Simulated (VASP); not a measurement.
A run of VASP 6.6.1 is set up as follows.

INCAR

```
SYSTEM = Sn4H
PREC = Accurate
ENCUT = 600
EDIFF = 1E-6
ISMEAR = 0
SIGMA = 0.1
LREAL = .False.
LASPH = .True.
NELM = 60
ALGO = Normal
ISIF = 3
LWAVE = .False.
LCHARG = .False.
GGA = PE
IBRION = 2
NSW = 100
EDIFFG = -0.01
```

The input KPOINTS:

```
Automatic mesh
0
Gamma
  10 10 10
  0 0 0
```

The input POSCAR:

```
Sn4H
1.0
   -3.0576843700      3.0576843700      3.0576843700
    3.0576843700     -3.0576843700      3.0576843700
    3.0576843700      3.0576843700     -3.0576843700
Sn H
4 1
Direct
    0.5000000000      0.5000000000      0.5000000000
    0.5000000000      0.0000000000      0.0000000000
    0.0000000000      0.0000000000      0.5000000000
    0.0000000000      0.5000000000      0.0000000000
    0.0000000000      0.0000000000      0.0000000000
```

Potentials or basis: VASP PAW PBE potentials, release 64 (Sn_d, H).

Run with:

```bash
$ cat potpaw_PBE.64/Sn_d/POTCAR potpaw_PBE.64/H/POTCAR > POTCAR
$ mpirun -np 1 vasp_std > vasp.out
```

(1) Estimate the space group after relaxing (to 0.1 Å).

(2) What does it give for the relaxed volume?

(3) What does it give for the relaxed cell?

Results:

(1) Im-3m (No. 229).

(2) 23.99 Å³/atom.

(3) a = 5.381 Å, b = 5.381 Å, c = 5.381 Å, α = 109.47°, β = 109.47°, γ = 109.47°.
